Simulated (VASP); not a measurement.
Write the native input for VASP 6.6.1 that does the following.

* Task: single point
* Functional: PBE
* Potentials or basis: VASP PAW PBE potentials, release 64 (Re)
* Cutoff: 520 eV
* k mesh: 18 × 18 × 10
* Occupations: gaussian, width 0.05 eV
* Spin: no spin polarisation
* Dipole correction: no
* Further INCAR settings: ALGO = Normal; EDIFF = 1e-06; NBANDS = 14

The structure of Re lies in POSCAR:

```
Re
1.0
    2.7744768621      0.0000000000      0.0000000000
   -1.3872384311      2.4027674448      0.0000000000
    0.0000000000      0.0000000000      4.4852497118
Re
2
Direct
    0.3333333333      0.6666666667      0.7500000000
    0.6666666667      0.3333333333      0.2500000000
```

These files were run (other wordings do the same):

INCAR

```
SYSTEM = Re
  PREC = Accurate
  ENCUT = 520
  EDIFF = 1E-6
  ISMEAR = 0
  SIGMA = 0.05
  LREAL = .False.
  LASPH = .True.
  NELM = 80
  ALGO = Normal
  ISIF = 2
  LWAVE = .False.
  LCHARG = .False.
  GGA = PE
  NBANDS = 14
```

KPOINTS

```
Automatic mesh
0
Gamma
  18 18 10
  0 0 0
```

Potentials or basis: VASP PAW PBE potentials, release 64 (Re).

Run with:

```bash
$ cat potpaw_PBE.64/Re/POTCAR > POTCAR
$ mpirun -np 1 vasp_std > vasp.out
```

Results of the run:

```yaml
Pressure: -0.6 GPa
Band_gap_on_the_k_mesh: zero (band 7 reaches 9.10 eV, above the bottom of band 8 at 6.03 eV)
```

Caveat: spin-orbit coupling is left out, which moves the levels of the heavy elements.

It took 3.2 min on 1 thread of AMD EPYC 7R13, on a shared host, peak memory 0.19 GiB.
